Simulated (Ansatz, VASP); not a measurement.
**Two plane-wave programs on Mg**

The input INCAR:

```
ALGO = Fast
EDIFF = 1E-6
ENCUT = 520
GGA = PE
ISIF = 2
ISMEAR = 0
LASPH = True
LCHARG = False
LREAL = False
LWAVE = False
NBANDS = 7
NELM = 60
PREC = Accurate
SIGMA = 0.05
```

Contents of KPOINTS:

```
k-points
0
Gamma
  18 18 18
```

The input POSCAR:

```
Mg
1.0
   -1.7769790457      1.7769790457      1.7769790457
    1.7769790457     -1.7769790457      1.7769790457
    1.7769790457      1.7769790457     -1.7769790457
Mg
1
Direct
    0.0000000000      0.0000000000      0.0000000000
```

Input for Ansatz:

```yaml
crystal:
  lattice:
    - [-1.7769790457, 1.7769790457, 1.7769790457]
    - [1.7769790457, -1.7769790457, 1.7769790457]
    - [1.7769790457, 1.7769790457, -1.7769790457]
  atoms:
    - { symbol: Mg, position: [0.0, 0.0, 0.0] }
basis:
  ecutwfc: 420
  ecutrho_ratio: 4
kpoints:
  mp_grid: { grid: [18, 18, 18] }
hamiltonian:
  xc: pbe
scf:
  occupations: { method: gaussian, width: 0.05 }
output:
  forces: true
  stress: true
  eigenvalues: true
```

Alike in both runs: task single point; functional PBE; k mesh 18 × 18 × 18; occupations gaussian, width 0.05 eV; no spin polarisation.

```csv
,VASP,Ansatz
version,VASP 6.6.1,Ansatz 0.2.0
potentials or method,"VASP PAW PBE potentials, release 64 (Mg), cutoff 520 eV","scalar-relativistic, plane waves, PAW"
valence electrons in the cell,2,10
```

|  | VASP | Ansatz | Ansatz less VASP |
| --- | --- | --- | --- |
| gap on the k mesh at the Fermi level (eV) | none | none | - |
| pressure (GPa) | 0.7 | 0.8 | +0.12 |

A gap of «none» marks a metal or a gap that the smearing closes. VASP's potentials hold 2 valence electrons a cell and Ansatz's 10, so a difference there can come from the potentials and not from the codes.
